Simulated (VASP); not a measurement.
Here is a VASP 6.6.1 calculation.

File INCAR:

```
SYSTEM = MgSi2N2
PREC = Accurate ; ENCUT = 520
EDIFF = 1E-6 ; ISMEAR = 0
SIGMA = 0.02 ; LREAL = .FALSE.
LASPH = .TRUE. ; NELM = 100
ALGO = Normal ; ISIF = 2
LWAVE = .FALSE. ; LCHARG = .TRUE.
GGA = PE ; LELF = .TRUE.
LVHAR = .TRUE. ; NBANDS = 18
```

The input KPOINTS:

```
regular mesh
0
G
  6 6 6
  0 0 0
```

File POSCAR:

```
MgSi2N2
1.0
    3.0374484125      1.7536716586      3.4770111083
   -3.0374484125      1.7536716586      3.4770111083
    0.0000000000     -3.5073433172      3.4770111083
Mg Si N
1 2 2
Direct
    0.0000000000      0.0000000000      0.0000000000
    0.6605986425      0.6605986425      0.6605986425
    0.3394013575      0.3394013575      0.3394013575
    0.1868715912      0.1868715912      0.1868715912
    0.8131284088      0.8131284088      0.8131284088
```

Potentials or basis: VASP PAW PBE potentials, release 64 (Mg, Si, N).

Run with:

```sh
$ cat potpaw_PBE.64/Mg/POTCAR potpaw_PBE.64/Si/POTCAR potpaw_PBE.64/N/POTCAR > POTCAR
$ mpirun -np 1 vasp_std > vasp.out
```

(1) Estimate the pressure.

(2) Estimate the band gap on the k mesh.

## Answers

(1) 0.0 GPa.

(2) 1.84 eV, indirect (least direct gap 1.89 eV).
